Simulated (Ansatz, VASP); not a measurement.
## K: VASP beside Ansatz

The input INCAR:

```
SYSTEM = K
PREC = Accurate
ENCUT = 520
EDIFF = 1E-6
ISMEAR = -1
SIGMA = 0.1
LREAL = .FALSE.
LASPH = .TRUE.
NELM = 100
ALGO = Normal
ISIF = 2
LWAVE = .FALSE.
LCHARG = .FALSE.
GGA = PE
NBANDS = 26
```

The input KPOINTS:

```
Automatic mesh
0
G
  9 9 3
  0 0 0
```

POSCAR

```
K
1.0
    4.7155516388      0.0000000000      0.0000000000
   -2.3577758194      4.0837875121      0.0000000000
    0.0000000000      0.0000000000     15.3837555718
K
4
Direct
    1.0000000000      0.0000000000      0.0000000000
    1.0000000000      0.0000000000      0.5000000000
    0.3333333333      0.6666666667      0.2500000000
    0.6666666667      0.3333333333      0.7500000000
```

Input for Ansatz:

```yaml
crystal:
  lattice:
    - [4.7155516388, 0.0, 0.0]
    - [-2.3577758194, 4.0837875121, 0.0]
    - [0.0, 0.0, 15.3837555718]
  atoms:
    - { symbol: K, position: [1.0, 0.0, 0.0] }
    - { symbol: K, position: [1.0, 0.0, 0.5] }
    - { symbol: K, position: [0.3333333333, 0.6666666667, 0.25] }
    - { symbol: K, position: [0.6666666667, 0.3333333333, 0.75] }
hamiltonian:
  xc: pbe
  pseudopotentials:
    kind: paw
    azcp:
      K: "pseudopotentials/K.paw.azcp"
basis:
  ecutwfc: 420
  fft_grid_basis: typed
kpoints:
  mp_grid: { grid: [9, 9, 3], shift: [0, 0, 0] }
magnetization:
  spin_polarized: false
scf:
  occupations: { method: fermi_dirac, width: 0.1 }
  lower_state_search: "off"
output:
  stress: true
```

Alike in both runs: task single point; functional PBE; k mesh 9 × 9 × 3; occupations fermi-dirac, width 0.1 eV; no spin polarisation.

```csv
,VASP,Ansatz
version,VASP 6.6.1,Ansatz 0.2.0
potentials or method,"VASP PAW PBE potentials, release 64 (K_sv), cutoff 520 eV","plane waves (420 eV) with PAW, scalar-relativistic"
valence electrons in the cell,36,36
```

```tsv
	VASP	Ansatz	Ansatz less VASP
pressure (GPa)	0.0	0.0	+0.01
```

With one functional, cell and mesh, what is left measures potentials, basis and numerics.
